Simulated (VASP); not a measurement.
# Tb3Ag (Pm-3m) in VASP: single point with PBE

Aim: the single point of Tb3Ag with PBE.

Everything below comes from runs of VASP 6.6.1. Logs are shortened: lines on timing, memory, paths and dates and some standing lists are left out, and cuts for length are marked.

**1. The cell of the first run**

Symmetry: Pm-3m, No. 221, cubic system. Conventional cell: a = 4.735 Å, b = 4.735 Å, c = 4.735 Å, α = 90.00°, β = 90.00°, γ = 90.00°. Within 4.4 Å of Tb (site symmetry 4/mmm) lie 8 Tb at 3.35 Å and 4 Ag at 3.35 Å. Ag (site symmetry m-3m) has 12 Tb at 3.35 Å within 4.4 Å.

**2. Single point, PBE, collinear spin, ferromagnetic start**

Contents of INCAR:

```
PREC = Accurate ; ENCUT = 520
EDIFF = 1E-6 ; ISMEAR = -1
SIGMA = 0.05 ; LREAL = F
LASPH = T ; NELM = 150
ALGO = Normal ; ISIF = 2
LWAVE = F ; LCHARG = F
ISPIN = 2 ; MAGMOM = 6 6 6 0
LORBIT = 11 ; LMAXMIX = 6
GGA = PE ; NBANDS = 46
```

Contents of KPOINTS:

```
regular mesh
0
Gamma
  6 6 6
```

Contents of POSCAR:

```
Tb3Ag
1.0
    4.7353886012      0.0000000000      0.0000000000
    0.0000000000      4.7353886012      0.0000000000
    0.0000000000      0.0000000000      4.7353886012
Tb Ag
3 1
Direct
    0.5000000000      0.5000000000      0.0000000000
    0.5000000000      0.0000000000      0.5000000000
    0.0000000000      0.5000000000      0.5000000000
    0.0000000000      0.0000000000      0.0000000000
```

Potentials or basis: VASP PAW PBE potentials, release 64 (Tb, Ag).

The run is started by

```bash
$ cat potpaw_PBE.64/Tb/POTCAR potpaw_PBE.64/Ag/POTCAR > POTCAR
$ mpirun -np 1 vasp_std > vasp.out
```

OUTCAR:

```text
PREC = Accurate
   ENCUT = 520
   EDIFF = 1E-6
   ISMEAR = -1
   LREAL = F
   LASPH = T
   NELM = 150
   ISIF = 2
   ISPIN = 2
   LORBIT = 11
   GGA = PE

 ion  position               nearest neighbor table
   1  0.500  0.500  0.000-   2 3.35   3 3.35   4 3.35   2 3.35   3 3.35   2 3.35   4 3.35   2 3.35
                             3 3.35   4 3.35   3 3.35   4 3.35
   2  0.500  0.000  0.500-   1 3.35   3 3.35   4 3.35   1 3.35   4 3.35   1 3.35   3 3.35   1 3.35
                             3 3.35   4 3.35   4 3.35   3 3.35
   3  0.000  0.500  0.500-   1 3.35   2 3.35   4 3.35   1 3.35   4 3.35   2 3.35   4 3.35   4 3.35
                             1 3.35   2 3.35   1 3.35   2 3.35
   4  0.000  0.000  0.000-   1 3.35   2 3.35   3 3.35   2 3.35   3 3.35   1 3.35   3 3.35   3 3.35
                             1 3.35   2 3.35   2 3.35   1 3.35

  LATTYP: Found a simple cubic cell.
 ALAT       =     4.7353886012

  Lattice vectors:

 A1 = (   4.7353886012,   0.0000000000,   0.0000000000)
 A2 = (   0.0000000000,   4.7353886012,   0.0000000000)
 A3 = (   0.0000000000,   0.0000000000,   4.7353886012)

Analysis of symmetry for initial positions (statically):
=====================================================================
 Subroutine PRICEL returns:
 Original cell was already a primitive cell.

 Routine SETGRP: Setting up the symmetry group for a
 simple cubic supercell.

 Subroutine GETGRP returns: Found 48 space group operations
 (whereof 48 operations were pure point group operations)
 out of a pool of 48 trial point group operations.

The static configuration has the point symmetry O_h .

Analysis of symmetry for dynamics (positions and initial velocities):
=====================================================================
 Subroutine PRICEL returns:
 Original cell was already a primitive cell.

 Routine SETGRP: Setting up the symmetry group for a
 simple cubic supercell.

 Subroutine GETGRP returns: Found 48 space group operations
 (whereof 48 operations were pure point group operations)
 out of a pool of 48 trial point group operations.

The dynamic configuration has the point symmetry O_h .

Analysis of structural, dynamic, and magnetic symmetry:
=====================================================================
 Subroutine PRICEL returns:
 Original cell was already a primitive cell.

 Routine SETGRP: Setting up the symmetry group for a
 simple cubic supercell.

 Subroutine GETGRP returns: Found 48 space group operations
 (whereof 48 operations were pure point group operations)
 out of a pool of 48 trial point group operations.

The overall configuration has the point symmetry O_h .

 Subroutine INISYM returns: Found 48 space group operations
 (whereof 48 operations are pure point group operations),
 and found     1 'primitive' translations

----------------------------------------------------------------------------------------

                                     Primitive cell

  volume of cell :     106.1859

  direct lattice vectors                    reciprocal lattice vectors
     4.735388601  0.000000000  0.000000000     0.211175911  0.000000000  0.000000000
     0.000000000  4.735388601  0.000000000     0.000000000  0.211175911  0.000000000
     0.000000000  0.000000000  4.735388601     0.000000000  0.000000000  0.211175911

  length of vectors
     4.735388601  4.735388601  4.735388601     0.211175911  0.211175911  0.211175911

  position of ions in fractional coordinates (direct lattice)
     0.500000000  0.500000000  0.000000000
     0.500000000  0.000000000  0.500000000
     0.000000000  0.500000000  0.500000000
     0.000000000  0.000000000  0.000000000

  ion indices of the primitive-cell ions
   primitive index   ion index
                 1           1
                 2           2
                 3           3
                 4           4

----------------------------------------------------------------------------------------

 KPOINTS: regular mesh

Automatic generation of k-mesh.
 Grid dimensions read from file:
 generate k-points for:    6    6    6

 Generating k-lattice:

  Cartesian coordinates                     Fractional coordinates (reciprocal lattice)
     0.035195985  0.000000000  0.000000000     0.166666667  0.000000000  0.000000000
     0.000000000  0.035195985  0.000000000     0.000000000  0.166666667  0.000000000
     0.000000000  0.000000000  0.035195985     0.000000000  0.000000000  0.166666667

  Length of vectors
     0.035195985  0.035195985  0.035195985

  Shift w.r.t. Gamma in fractional coordinates (k-lattice)
     0.000000000  0.000000000  0.000000000

 Subroutine IBZKPT returns following result:
 ===========================================

 Found     20 irreducible k-points:

 Following reciprocal coordinates:
            Coordinates               Weight
  0.000000  0.000000  0.000000      1.000000
  0.166667  0.000000  0.000000      6.000000
  0.333333  0.000000  0.000000      6.000000
  0.500000  0.000000  0.000000      3.000000
  0.166667  0.166667  0.000000     12.000000
  0.333333  0.166667  0.000000     24.000000
[... 12 lines left out ...]
  0.500000  0.500000  0.333333      6.000000
  0.500000  0.500000  0.500000      1.000000
   k-points           NKPTS =     20   k-points in BZ     NKDIM =     20   number of bands    NBANDS=     46
   number of dos      NEDOS =    301   number of ions     NIONS =      4
   total plane-waves  NPLWV =  46656
   dimension x,y,z NGX =    36 NGY =   36 NGZ =   36
   dimension x,y,z NGXF=    72 NGYF=   72 NGZF=   72
   ions per type =               3   1
   NGX,Y,Z   is equivalent  to a cutoff of  12.64, 12.64, 12.64 a.u.
   NGXF,Y,Z  is equivalent  to a cutoff of  25.28, 25.28, 25.28 a.u.
 SYSTEM =  unknown system
   PREC   = accura    normal or accurate (medium, high low for compatibility)
   ISTART =      0    job   : 0-new  1-cont  2-samecut
   ICHARG =      2    charge: 1-file 2-atom 10-const
   ISPIN  =      2    spin polarized calculation?
   LNONCOLLINEAR =      F non collinear calculations
   LSORBIT =      F    spin-orbit coupling
   LASPH  =      T    aspherical Exc in radial PAW
   ENCUT  =  520.0 eV  38.22 Ry    6.18 a.u.   8.80  8.80  8.80*2*pi/ulx,y,z
   NELM   =    150;   NELMIN=  2; NELMDL= -5     # of ELM steps
   EDIFF  = 0.1E-05   stopping-criterion for ELM
   LREAL  =      F    real-space projection
   EDIFFG = 0.1E-04   stopping-criterion for IOM
   NSW    =      0    number of steps for IOM
   IBRION =     -1    ionic relax: 0-MD 1-quasi-New 2-CG
   NFREE  =      0    steps in history (QN), initial steepest desc. (CG)
   ISIF   =      2    stress and relaxation
   ISYM   =      2    0-nonsym 1-usesym 2-fastsym
   POTIM  = 0.5000    time-step for ionic-motion
   TEBEG  =    0.0;   TEEND  =   0.0 temperature during run
   PSTRESS=    0.0 pullay stress
   NELECT =      68.0000    total number of electrons
   NUPDOWN=      -1.0000    fix difference up-down
   EMIN   =  10.00;   EMAX   =-10.00  energy-range for DOS
   EFERMI =   0.00;   METHOD = LEGACY
   ISMEAR =    -1;   SIGMA  =   0.05  broadening in eV -4-tet -1-fermi 0-gaus
   EFERMI_NEDOS =   21; number of points for ismear=-14 and -15
   IALGO  =     38    algorithm
   IMIX   =      4    mixing-type and parameters
     AMIX     =   0.40;   BMIX     =  1.00
     AMIX_MAG =   1.60;   BMIX_MAG =  1.00
  volume/ion in A,a.u.               =      26.55       179.14
  Fermi-wavevector in a.u.,A,eV,Ry     =   1.411093  2.666578 27.091680  1.991182
  Thomas-Fermi vector in A             =   2.532979
   LORBIT       =     11    0 simple, 1 ext, 2 COOP (PROOUT), +10 PAW based schemes
   GGA     = PE    functional components
   LHFCALC =     F    Hartree Fock is set to
   AEXX    =    0.0000 exact exchange contribution
   IVDW    =     0    specifies the selected vdW correction
   LEPSILON=     F    determine dielectric tensor
   LRPA    =     F    only Hartree local field effects (RPA)
 spin polarized calculation
  energy-cutoff  :      520.00
  volume of cell :      106.19
 maximum number of plane-waves:      2897
 NGX is ok and might be reduce to    36
   NGX = 17   NGY = 17   NGZ = 17

 number of electron      68.0000044 magnetization      18.1681037

 Free energy of the ion-electron system (eV)
  ---------------------------------------------------
  ext. energy  EPLUGINS =         0.00000000
  ---------------------------------------------------
  free energy    TOTEN  =       -31.45458330 eV

  energy without entropy =      -31.31163567  energy(sigma->0) =      -31.38310948

 E-fermi :   4.1339     XC(G=0): -10.7185

 val. band max:        4.1309270880   @ k =   0.5000   0.1667   0.0000
 cond. band min:       4.1381785074   @ k =   0.5000   0.0000   0.0000
 fundamental gap:      0.0072514193
 Fermi energy:         4.1338526099

 spin component 1

 k-point     1 :       0.0000    0.0000    0.0000
  band No.  band energies     occupation
      1     -42.0282      1.00000
      2     -41.8934      1.00000
      3     -41.8934      1.00000
      4     -19.0481      1.00000
      5     -19.0481      1.00000
      6     -19.0481      1.00000
[... 38 lines left out ...]
     45       3.8029      0.99867
     46       6.7181      0.00000

 k-point     2 :       0.1667    0.0000    0.0000
  band No.  band energies     occupation
      1     -42.0203      1.00000
      2     -41.9014      1.00000
      3     -41.8933      1.00000
      4     -19.0183      1.00000
      5     -19.0183      1.00000
      6     -19.0015      1.00000
[... 38 lines left out ...]
     45       4.0364      0.87539
     46       6.1784      0.00000

 k-point     3 :       0.3333    0.0000    0.0000
  band No.  band energies     occupation
      1     -41.9998      1.00000
      2     -41.9219      1.00000
      3     -41.8931      1.00000
      4     -18.9468      1.00000
      5     -18.9468      1.00000
      6     -18.8688      1.00000
[... 822 lines left out ...]
     45       4.7006      0.00001
     46       5.4677      0.00000

 k-point    20 :       0.5000    0.5000    0.5000
  band No.  band energies     occupation
      1     -41.9376      1.00000
      2     -41.9376      1.00000
      3     -41.9376      1.00000
      4     -19.3763      1.00000
      5     -18.9433      1.00000
      6     -18.9433      1.00000
[... 38 lines left out ...]
     45       4.9400      0.00000
     46       5.6854      0.00000
 Fermi energy:         4.1338526099

 spin component 2

 k-point     1 :       0.0000    0.0000    0.0000
  band No.  band energies     occupation
      1     -39.4309      1.00000
      2     -39.2696      1.00000
      3     -39.2696      1.00000
      4     -17.2241      1.00000
      5     -17.2241      1.00000
      6     -17.2241      1.00000
[... 38 lines left out ...]
     45       4.9911      0.00000
     46       7.2921      0.00000

 k-point     2 :       0.1667    0.0000    0.0000
  band No.  band energies     occupation
      1     -39.4214      1.00000
      2     -39.2792      1.00000
      3     -39.2695      1.00000
      4     -17.1896      1.00000
      5     -17.1896      1.00000
      6     -17.1721      1.00000
[... 38 lines left out ...]
     45       5.0453      0.00000
     46       6.8361      0.00000

 k-point     3 :       0.3333    0.0000    0.0000
  band No.  band energies     occupation
      1     -39.3969      1.00000
      2     -39.3038      1.00000
      3     -39.2693      1.00000
      4     -17.1060      1.00000
      5     -17.1060      1.00000
      6     -17.0229      1.00000
[... 822 lines left out ...]
     45       5.3188      0.00000
     46       6.2676      0.00000

 k-point    20 :       0.5000    0.5000    0.5000
  band No.  band energies     occupation
      1     -39.3224      1.00000
      2     -39.3224      1.00000
      3     -39.3224      1.00000
      4     -17.5901      1.00000
      5     -17.1269      1.00000
      6     -17.1269      1.00000
[... 38 lines left out ...]
     45       5.5067      0.00000
     46       6.5594      0.00000

------------------------ aborting loop because EDIFF is reached ----------------------------------------

  FORCE on cell =-STRESS in cart. coord.  units (eV):
  Direction    XX          YY          ZZ          XY          YZ          ZX
  --------------------------------------------------------------------------------------
  -------------------------------------------------------------------------------------
  Total        0.7044074      0.7044074      0.7044074     -0.0000000      0.0000000     -0.0000000
  in kB       10.6283936     10.6283936     10.6283936     -0.0000000      0.0000000     -0.0000000
  external PRESSURE =      10.6283936 kB  Pullay stress =       0.0000000 kB

 VOLUME and BASIS-vectors are now :
 -----------------------------------------------------------------------------
  energy-cutoff  :      520.00
  volume of cell :      106.19
      direct lattice vectors                 reciprocal lattice vectors
     4.735388601  0.000000000  0.000000000     0.211175911  0.000000000  0.000000000
     0.000000000  4.735388601  0.000000000     0.000000000  0.211175911  0.000000000
     0.000000000  0.000000000  4.735388601     0.000000000  0.000000000  0.211175911

 POSITION                                       TOTAL-FORCE (eV/Angst)
 -----------------------------------------------------------------------------------
      2.36769      2.36769      0.00000         0.000000      0.000000      0.000000
      2.36769      0.00000      2.36769         0.000000      0.000000      0.000000
      0.00000      2.36769      2.36769         0.000000      0.000000      0.000000
      0.00000      0.00000      0.00000         0.000000      0.000000      0.000000
 -----------------------------------------------------------------------------------
    total drift:                                0.000000      0.000000      0.000000

  FREE ENERGIE OF THE ION-ELECTRON SYSTEM (eV)
  ---------------------------------------------------
  free  energy   TOTEN  =       -31.4545832967 eV

  energy  without entropy=      -31.3116356675  energy(sigma->0) =      -31.38310948

 total charge

# of ion       s       p       d       f       tot
--------------------------------------------------
    1        2.085   5.600   0.551   8.124  16.360
    2        2.085   5.600   0.551   8.124  16.360
    3        2.085   5.600   0.551   8.124  16.360
    4        0.519   0.306   9.030   0.000   9.855
--------------------------------------------------
tot          6.773  17.105  10.684  24.373  58.935

 magnetization (x)

# of ion       s       p       d       f       tot
--------------------------------------------------
    1        0.006  -0.046   0.132   5.665   5.757
    2        0.006  -0.046   0.132   5.665   5.757
    3        0.006  -0.046   0.132   5.665   5.757
    4       -0.017   0.010   0.021   0.000   0.013
--------------------------------------------------
tot         -0.000  -0.129   0.418  16.996  17.284
```

Run time: 9.5 min. Hardware: 1 thread of Intel Xeon Platinum 8488C (Sapphire Rapids), shared host; peak memory 0.35 GiB.

What came out:

```yaml
Free_energy: -31.4546 eV
Pressure: 1.1 GPa
Net_moment: 18.17 μB per cell
Site_moments: Tb +5.76; Ag +0.01 μB
Valence_electrons_inside_the_program's_atomic_spheres: Tb 16.36; Ag 9.86
```

Levels at points of the mesh, in eV from the Fermi level:
Spin up:
```tsv
k point	band 41	band 42	band 43	band 44	band 45	band 46
(0.00, 0.00, 0.00)	-0.44	-0.44	-0.44	-0.33	-0.33	2.58
(0.50, 0.00, 0.00)	-1.48	-0.28	-0.16	-0.16	1.16	1.61
(0.50, 0.50, 0.00)	-1.91	-0.68	-0.40	0.33	0.33	0.34
(0.50, 0.50, 0.50)	-1.34	-1.34	0.81	0.81	0.81	1.55
```
Spin down:
| k point | band 21 | band 22 | band 23 | band 24 | band 25 | band 26 | band 27 | band 28 | band 29 | band 30 |
| --- | --- | --- | --- | --- | --- | --- | --- | --- | --- | --- |
| (0.00, 0.00, 0.00) | -0.01 | -0.01 | 0.08 | 0.08 | 0.08 | 0.23 | 0.23 | 0.23 | 0.25 | 0.25 |
| (0.50, 0.00, 0.00) | -0.36 | -0.25 | -0.06 | -0.06 | -0.01 | 0.00 | 0.16 | 0.16 | 0.18 | 0.34 |
| (0.50, 0.50, 0.00) | -0.55 | -0.38 | -0.18 | -0.18 | -0.06 | -0.06 | 0.03 | 0.21 | 0.21 | 0.29 |
| (0.50, 0.50, 0.50) | -0.71 | -0.21 | -0.21 | -0.21 | -0.01 | -0.01 | -0.01 | 0.00 | 0.29 | 0.29 |

Caveat: the magnetic or orbital state may not be the lowest; spin-orbit coupling is left out, which moves the levels of the heavy elements; semilocal functionals describe open f shells poorly, which spoils levels, moments and volumes. The state reached can hang on the start; a lower one may exist.
